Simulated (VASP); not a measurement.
# K (P4/mmm) in VASP: notebook, part 3 of 3

VASP 6.6.1. Earlier steps stand in the parts before.

## 6. Single point, r2SCAN (80.09 Å³/atom)

This run uses another cell than the first one, of 80.09 Å³/atom.

The input, POSCAR:

```
K
1.0
    4.1631967487      0.0000000000      0.0000000000
    0.0000000000      4.1631967487      0.0000000000
    0.0000000000      0.0000000000      4.6207320713
K
1
Direct
    0.0000000000      0.0000000000      0.0000000000
```

The input, INCAR.step1:

```
SYSTEM = K
PREC = Accurate
ENCUT = 520
ISMEAR = 0
SIGMA = 0.15
LREAL = .FALSE.
LASPH = .TRUE.
NELM = 80
NBANDS = 10
GGA = PE
ALGO = Normal
EDIFF = 1E-4
LWAVE = .TRUE.
LCHARG = .FALSE.
```

The input, INCAR.step2:

```
SYSTEM = K
PREC = Accurate
ENCUT = 520
EDIFF = 1E-6
ISMEAR = 0
SIGMA = 0.15
LREAL = .FALSE.
LASPH = .TRUE.
NELM = 80
ALGO = Normal
ISIF = 2
LWAVE = .FALSE.
LCHARG = .FALSE.
METAGGA = R2SCAN
LMIXTAU = .TRUE.
NBANDS = 10
ISTART = 1
```

The input, KPOINTS:

```
regular mesh
0
G
  12 12 12
  0 0 0
```

Potentials or basis: VASP PAW PBE potentials, release 64 (K_sv).

The run is started by

```sh
> cat potpaw_PBE.64/K_sv/POTCAR > POTCAR
> cp INCAR.step1 INCAR
> mpirun -np 1 vasp_std > vasp.out
> cp INCAR.step2 INCAR
> mpirun -np 1 vasp_std > vasp.out
```

OUTCAR:

```text
SYSTEM = K
   PREC = Accurate
   ENCUT = 520
   EDIFF = 1E-6
   ISMEAR = 0
   LREAL = .FALSE.
   LASPH = .TRUE.
   NELM = 80
   ISIF = 2
   METAGGA = R2SCAN
   ISTART = 1

 ion  position               nearest neighbor table
   1  0.000  0.000  0.000-

  LATTYP: Found a simple tetragonal cell.
 ALAT       =     4.1631967487
 C/A-ratio  =     1.1099000000

  Lattice vectors:

 A1 = (   4.1631967487,   0.0000000000,   0.0000000000)
 A2 = (   0.0000000000,   4.1631967487,   0.0000000000)
 A3 = (   0.0000000000,   0.0000000000,   4.6207320713)

Analysis of symmetry for initial positions (statically):
=====================================================================
 Subroutine PRICEL returns:
 Original cell was already a primitive cell.

 Routine SETGRP: Setting up the symmetry group for a
 simple tetragonal supercell.

 Subroutine GETGRP returns: Found 16 space group operations
 (whereof 16 operations were pure point group operations)
 out of a pool of 16 trial point group operations.

[... 164 lines left out ...]
 cond. band min:      -0.1987201347   @ k =   0.3333   0.3333   0.0833
 fundamental gap:      0.0140051032
 Fermi energy:        -0.2098008935

 k-point     1 :       0.0000    0.0000    0.0000
  band No.  band energies     occupation
      1     -34.1488      2.00000
      2     -16.8138      2.00000
      3     -16.8080      2.00000
      4     -16.8080      2.00000
      5      -2.3928      2.00000
      6       2.7684      0.00000
      7       3.1268      0.00000
      8       5.5144      0.00000
      9       6.3501      0.00000
     10       6.3501      0.00000
[... 287 lines left out ...]
 k-point    24 :       0.4167    0.3333    0.0000
  band No.  band energies     occupation
      1     -34.1383      2.00000
      2     -16.9013      2.00000
      3     -16.8791      2.00000
      4     -16.7957      2.00000
      5       0.2477      0.00002
      6       1.7002      0.00000
      7       2.8561      0.00000
      8       3.8925      0.00000
      9       4.7678      0.00000
     10       5.1796      0.00000

 [... further k-points ...]

------------------------ aborting loop because EDIFF is reached ----------------------------------------

  FORCE on cell =-STRESS in cart. coord.  units (eV):
  Direction    XX          YY          ZZ          XY          YZ          ZX
  --------------------------------------------------------------------------------------
  -------------------------------------------------------------------------------------
  Total        0.1696120      0.1696120     -0.3239223      0.0000000      0.0000000      0.0000000
  in kB        3.3931465      3.3931465     -6.4801758      0.0000000      0.0000000      0.0000000
  external PRESSURE =       0.1020390 kB  Pullay stress =       0.0000000 kB

 VOLUME and BASIS-vectors are now :
 -----------------------------------------------------------------------------
  energy-cutoff  :      520.00
  volume of cell :       80.09
      direct lattice vectors                 reciprocal lattice vectors
     4.163196749  0.000000000  0.000000000     0.240200034  0.000000000  0.000000000
     0.000000000  4.163196749  0.000000000     0.000000000  0.240200034  0.000000000
     0.000000000  0.000000000  4.620732071     0.000000000  0.000000000  0.216415924

 POSITION                                       TOTAL-FORCE (eV/Angst)
 -----------------------------------------------------------------------------------
      0.00000      0.00000      0.00000         0.000000      0.000000      0.000000
 -----------------------------------------------------------------------------------
    total drift:                               -0.000000     -0.000000      0.000000

  FREE ENERGIE OF THE ION-ELECTRON SYSTEM (eV)
  ---------------------------------------------------
  free  energy   TOTEN  =        -5.8897529848 eV

  energy  without entropy=       -5.8810968053  energy(sigma->0) =       -5.88542490
```

Run time: 12 min. Hardware: 1 thread of Intel Xeon 8259CL, shared host; peak memory 0.3 GiB.

Results:

| Quantity | Value |
| --- | --- |
| Free energy | -5.8898 eV |
| Pressure | 0.0 GPa |
| Band gap on the k mesh | zero (an odd number of electrons rules out a gap without spin polarisation) |

Stress tensor (GPa, compression positive):
```
 0.34  0.00  0.00
 0.00  0.34  0.00
 0.00  0.00 -0.65
```

Levels at points of the mesh, in eV from the Fermi level:
| k point | band 1 | band 2 | band 3 | band 4 | band 5 | band 6 | band 7 | band 8 | band 9 |
| --- | --- | --- | --- | --- | --- | --- | --- | --- | --- |
| (0.00, 0.00, 0.00) | -33.94 | -16.60 | -16.60 | -16.60 | -2.18 | 2.98 | 3.34 | 5.72 | 6.56 |
| (0.50, 0.00, 0.00) | -33.93 | -16.71 | -16.59 | -16.59 | 0.20 | 0.31 | 3.91 | 4.48 | 5.26 |
| (0.50, 0.50, 0.00) | -33.93 | -16.69 | -16.69 | -16.58 | 1.20 | 2.65 | 2.65 | 2.86 | 5.15 |
| (0.00, 0.00, 0.50) | -33.94 | -16.65 | -16.60 | -16.60 | -0.24 | -0.16 | 3.76 | 5.46 | 5.46 |
| (0.50, 0.00, 0.50) | -33.93 | -16.70 | -16.63 | -16.59 | 1.15 | 2.05 | 2.25 | 2.33 | 5.54 |
| (0.50, 0.50, 0.50) | -33.93 | -16.69 | -16.69 | -16.62 | 2.15 | 2.64 | 2.64 | 4.54 | 4.74 |

Caveat: the PAW data sets were made with another functional, which shifts forces and pressure a little.

## 7. Overview

```tsv
cell	gap on the mesh (eV)	pressure (GPa)
a = 4.360, b = 4.360, c = 3.539 Å, 1 atom	none	0.8
a = 3.539, b = 3.539, c = 5.371 Å, 1 atom	none	1.7
a = 4.954, b = 4.954, c = 3.264 Å, 1 atom	none	0.5
a = 4.463, b = 4.463, c = 4.021 Å, 1 atom	none	0.0
a = 4.163, b = 4.163, c = 4.621 Å, 1 atom	none	0.0
```

Alike in all rows: task single point; level r2SCAN; potentials or basis VASP PAW PBE potentials, release 64 (K_sv); no spin polarisation; k mesh 12 × 12 × 12; cutoff (eV) 520; smearing gaussian 0.15 eV.

Caveats: the PAW data sets were made with another functional, which shifts forces and pressure a little.

Total energies depend on the potentials used, so only differences within one code and one set of settings carry meaning.

The gap in the log of VASP goes by the Fermi energy; the results here count the filled bands.